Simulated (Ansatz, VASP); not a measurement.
**One calculation of MgO, two programs**

```xyz
2
Lattice="0.0000 2.0796 2.0796 2.0796 0.0000 2.0796 2.0796 2.0796 0.0000" Properties=species:S:1:pos:R:3 pbc="T T T"
Mg    0.0000    0.0000    0.0000
O     2.0796    2.0796    2.0796
```

Alike in both runs: functional LDA; k mesh 20 × 20 × 20; occupations fermi-dirac, width 0.05 eV; no spin polarisation.

Ansatz relaxed the structure, and its values are those at the end. VASP's run is a single point on that final structure, the one shown.

|  | VASP | Ansatz |
| --- | --- | --- |
| version | VASP 6.6.1 | Ansatz 0.2.0 |
| potentials or method | VASP PAW LDA potentials, release 64 (Mg, O) | PAW with Ansatz's default frozen-core files, scalar-relativistic |
| plane-wave cutoff (eV) | 520 | 420 |
| valence electrons in the cell | 8 | 16 |

|  | VASP | Ansatz | Ansatz less VASP |
| --- | --- | --- | --- |
| pressure (GPa) | -1.7 | 0.0 | +1.67 |

LDA's correlation is that of Perdew and Zunger in VASP and of Perdew and Wang (1992) in Ansatz. VASP's potentials hold 8 valence electrons a cell and Ansatz's 16, so a difference there can come from the potentials and not from the codes.
